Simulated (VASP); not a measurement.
Input of a VASP 6.6.1 run:

The input INCAR:

```
PREC = Accurate ; ENCUT = 500
EDIFF = 1E-6 ; ISMEAR = 0
SIGMA = 0.15 ; LREAL = False
LASPH = True ; NELM = 120
ALGO = Normal ; ISIF = 2
LWAVE = False ; LCHARG = True
GGA = PE ; LELF = True
LVHAR = True ; NBANDS = 14
GGA_COMPAT = False
```

The input KPOINTS:

```
regular mesh
0
Gamma
  4 4 5
```

POSCAR

```
GaH
1.0
    2.9703990810      0.0000000000      0.0000000000
    0.0000000000      2.9703990810      0.0000000000
    0.0000000000      0.0000000000      2.5788608682
Ga H
1 1
Direct
    0.0000000000      0.0000000000      0.2004261749
    0.5000000000      0.5000000000      0.1987935051
```

Potentials or basis: VASP PAW PBE potentials, release 64 (Ga_d, H).

The run is started by

```console
$ cat potpaw_PBE.64/Ga_d/POTCAR potpaw_PBE.64/H/POTCAR > POTCAR
$ mpirun -np 1 vasp_std > vasp.out
```

Question: What does it give for the pressure?

Answer: -0.2 GPa.

Question: Estimate the largest force.

Answer: 0.004 eV/Å.

Forces on the atoms (eV/Å):
```
Ga   0.000  0.000 -0.004
H    0.000  0.000  0.004
```

Caveat: the k points lie up to 0.53 Å⁻¹ apart, too coarse for converged energies and pressures of a metal.
